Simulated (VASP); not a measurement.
A run of VASP 6.6.1 is set up as follows.

The input INCAR:

```
SYSTEM = MnO2
ALGO = Normal
EDIFF = 1E-6
ENCUT = 520
GGA = PE
ISIF = 2
ISMEAR = 0
ISPIN = 2
LASPH = .TRUE.
LCHARG = .FALSE.
LDAU = .TRUE.
LDAUJ = 0 0
LDAUL = 2 -1
LDAUPRINT = 1
LDAUTYPE = 2
LDAUU = 2 0
LMAXMIX = 4
LORBIT = 11
LREAL = .FALSE.
LWAVE = .FALSE.
MAGMOM = 3.15 0 0
NBANDS = 24
NELM = 150
PREC = Accurate
SIGMA = 0.05
```

KPOINTS

```
k-points
0
G
  10 10 6
  0 0 0
```

Contents of POSCAR:

```
MnO2
1.0
    2.9203003366      0.0000000000      0.0000000000
   -1.4601501683      2.5290542782      0.0000000000
    0.0000000000      0.0000000000      5.5070216066
Mn O
1 2
Direct
    0.0000000000      0.0000000000      0.0000000000
    0.3333333333      0.6666666667      0.1728657965
    0.6666666667      0.3333333333      0.8271342035
```

Potentials or basis: VASP PAW PBE potentials, release 64 (Mn_pv, O).

Command:

```console
$ cat potpaw_PBE.64/Mn_pv/POTCAR potpaw_PBE.64/O/POTCAR > POTCAR
$ mpirun -np 1 vasp_std > vasp.out
```

What does it give for the band gap on the k mesh?

1.98 eV (least direct gap 2.21 eV).

What does it give for the net moment?

3.00 μB per cell.

Estimate the pressure.

-2.1 GPa.

Forces in eV/Å, atoms in the order of the input:
```
Mn   0.000  0.000  0.000
O    0.000  0.000 -0.071
O    0.000  0.000  0.071
```

Caveat: a cell with one magnetic atom can't hold antiferromagnetic order, which such compounds often take. A k mesh can miss the band edges.
